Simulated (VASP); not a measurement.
**Al: relaxation of cell and atoms with PBEsol**

Al:

```xyz
1
Lattice="0.0000 2.0195 2.0195 2.0195 0.0000 2.0195 2.0195 2.0195 0.0000" Properties=species:S:1:pos:R:3 pbc="T T T"
Al    0.0000    0.0000    0.0000
```

```
Program                : VASP 6.6.1
Task                   : relaxation of cell and atoms
Functional             : PBEsol
Potentials or basis    : VASP PAW PBE potentials, release 64 (Al)
Cutoff                 : 600 eV
k mesh                 : 18 × 18 × 18
Occupations            : gaussian, width 0.1 eV
Spin                   : no spin polarisation
Dipole correction      : no
Further INCAR settings : ALGO = Normal; EDIFF = 1e-06; IBRION = 2; EDIFFG = -0.005; NSW = 100; ISIF = 3
```

The relaxed volume is 16.19 Å³/atom. The relaxed cell is a = 2.840 Å, b = 2.840 Å, c = 2.840 Å, α = 60.00°, β = 60.00°, γ = 60.00° and the space group after relaxing (to 0.05 Å) is Fm-3m (No. 225). The energy gained by relaxing is 1.2 meV/atom and the ionic steps are 3. The pressure after relaxing is 0.0 GPa.

Step by step:
```tsv
step	energy change (eV)	largest force (eV/Å)	pressure (GPa)	volume (Å³)
1	0.0000	0.0000	-1.32	16.47
2	-0.0011	0.0000	0.22	16.15
3	-0.0012	0.0000	0.00	16.19
```

Final structure:
```
Al
1.0
     0.00000    2.00804    2.00804
     2.00804    0.00000    2.00804
     2.00804    2.00804    0.00000
Al
1
Direct
  0.00000 0.00000 0.00000
```

Levels at points of the mesh, in eV from the Fermi level:
| k point | band 1 | band 2 | band 3 | band 4 | band 5 |
| --- | --- | --- | --- | --- | --- |
| (0.00, 0.00, 0.00) | -11.25 | 12.71 | 12.71 | 12.71 | 14.34 |
| (0.50, 0.00, 0.00) | -4.66 | -4.39 | 11.53 | 11.53 | 11.60 |
| (0.50, 0.50, 0.00) | -2.95 | -1.60 | 5.27 | 5.68 | 5.68 |

It took 7 s on 1 thread of Intel(R) Xeon(R) 6975P-C (Granite Rapids), on a shared host, peak memory 0.15 GiB.

Caveat: the PAW data sets were made with another functional, which shifts forces and pressure a little.
